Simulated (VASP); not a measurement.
Set up this calculation in VASP 6.6.1, as the native input.

```
Task                   : single point
Functional             : PBE
Potentials or basis    : VASP PAW PBE potentials, release 64 (Al, N)
Cutoff                 : 520 eV
k mesh                 : 1 × 1 × 2, shifted
Occupations            : fermi-dirac, width 0.01 eV
Spin                   : no spin polarisation
Dipole correction      : no
Further INCAR settings : LREAL = Auto; ALGO = Normal; EDIFF = 1e-07; NBANDS = 126; ISYM = 0
```

The structure of AlN (AlN (P6_3mc)) lies in POSCAR:

```
AlN
1.0
    9.3892708211      5.4208981504      0.0000000000
   -9.3892709202      5.4208979788      0.0000000000
    0.0000000000      0.0000000000      5.0174032950
Al N
24 24
Direct
    0.0000000000      0.1666666667      0.4992353700
    0.1666666667      0.0000000000      0.4992353700
    0.3333333333      0.3333333333      0.4992353700
    0.0000000000      0.3333333333      0.9992353700
    0.1666666667      0.1666666667      0.9992353700
    0.3333333333      0.0000000000      0.9992353700
    0.0000000000      0.6666666667      0.4992353700
    0.1666666667      0.5000000000      0.4992353700
    0.3333333333      0.8333333333      0.4992353700
    0.0000000000      0.8333333333      0.9992353700
    0.1666666667      0.6666666667      0.9992353700
    0.3333333333      0.5000000000      0.9992353700
    0.5000000000      0.1666666667      0.4992353700
    0.6666666667      0.0000000000      0.4992353700
    0.8333333333      0.3333333333      0.4992353700
    0.5000000000      0.3333333333      0.9992353700
    0.6666666667      0.1666666667      0.9992353700
    0.8333333333      0.0000000000      0.9992353700
    0.5000000000      0.6666666667      0.4992353700
    0.6666666667      0.5000000000      0.4992353700
    0.8333333333      0.8333333333      0.4992353700
    0.5000000000      0.8333333333      0.9992353700
    0.6666666667      0.6666666667      0.9992353700
    0.8333333333      0.5000000000      0.9992353700
    0.0000000000      0.1666666667      0.8807646300
    0.1666666667      0.0000000000      0.8807646300
    0.3333333333      0.3333333333      0.8807646300
    0.0000000000      0.3333333333      0.3807646300
    0.1666666667      0.1666666667      0.3807646300
    0.3333333333      0.0000000000      0.3807646300
    0.0000000000      0.6666666667      0.8807646300
    0.1666666667      0.5000000000      0.8807646300
    0.3333333333      0.8333333333      0.8807646300
    0.0000000000      0.8333333333      0.3807646300
    0.1666666667      0.6666666667      0.3807646300
    0.3333333333      0.5000000000      0.3807646300
    0.5000000000      0.1666666667      0.8807646300
    0.6666666667      0.0000000000      0.8807646300
    0.8333333333      0.3333333333      0.8807646300
    0.5000000000      0.3333333333      0.3807646300
    0.6666666667      0.1666666667      0.3807646300
    0.8333333333      0.0000000000      0.3807646300
    0.5000000000      0.6666666667      0.8807646300
    0.6666666667      0.5000000000      0.8807646300
    0.8333333333      0.8333333333      0.8807646300
    0.5000000000      0.8333333333      0.3807646300
    0.6666666667      0.6666666667      0.3807646300
    0.8333333333      0.5000000000      0.3807646300
```

These files were run (other wordings do the same):

INCAR

```
SYSTEM = AlN
  PREC = Accurate
  ENCUT = 520
  EDIFF = 1E-7
  ISMEAR = -1
  SIGMA = 0.01
  LREAL = Auto
  LASPH = .TRUE.
  NELM = 60
  ALGO = Normal
  ISIF = 2
  LWAVE = .FALSE.
  LCHARG = .FALSE.
  GGA = PE
  ISYM = 0
  NBANDS = 126
```

KPOINTS

```
Automatic mesh
0
Gamma
  1 1 2
  0.25 0.25 0.25
```

Potentials or basis: VASP PAW PBE potentials, release 64 (Al, N).

Launch:

```console
$ cat potpaw_PBE.64/Al/POTCAR potpaw_PBE.64/N/POTCAR > POTCAR
$ mpirun -np 1 vasp_std > vasp.out
```

It gave:

| Quantity | Value |
| --- | --- |
| Pressure | -0.2 GPa |
| Largest force | 0.004 eV/Å |
| Band gap on the k mesh | 5.29 eV |

Caveat: the k points lie up to 0.67 Å⁻¹ apart.

Wall time 48 min on 1 thread of AMD EPYC 7R13 Processor (Zen 3), with other jobs on the host, peak memory 0.83 GiB.
